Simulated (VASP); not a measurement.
A run of VASP 6.6.1:

The input INCAR:

```
PREC = Accurate
ENCUT = 520
EDIFF = 1E-8
ISMEAR = -1
SIGMA = 0.1
LREAL = F
LASPH = T
NELM = 60
ALGO = Normal
ISIF = 2
LWAVE = F
LCHARG = F
GGA = PS
NBANDS = 10
IBRION = 8
NSW = 1
```

File KPOINTS:

```
Automatic mesh
0
Gamma
  20 20 20
```

Contents of POSCAR:

```
Ir
1.0
    0.0000000000      1.9153996284      1.9153996284
    1.9153996284      0.0000000000      1.9153996284
    1.9153996284      1.9153996284      0.0000000000
Ir
1
Direct
    0.0000000000      0.0000000000      0.0000000000
```

Potentials or basis: VASP PAW PBE potentials, release 64 (Ir).

Run with:

```console
$ cat potpaw_PBE.64/Ir/POTCAR > POTCAR
$ mpirun -np 1 vasp_std > vasp.out
```

Hardware: 1 thread of Intel(R) Xeon(R) Platinum 8488C (Sapphire Rapids), on a shared host.

**Question.** How long does it take, and how much memory?

**Answer.** Run time: 2.5 min on 1 thread of Intel(R) Xeon(R) Platinum 8488C (Sapphire Rapids) (shared host), peak memory 0.3 GiB. Counts: scf iterations 31, k points 256.
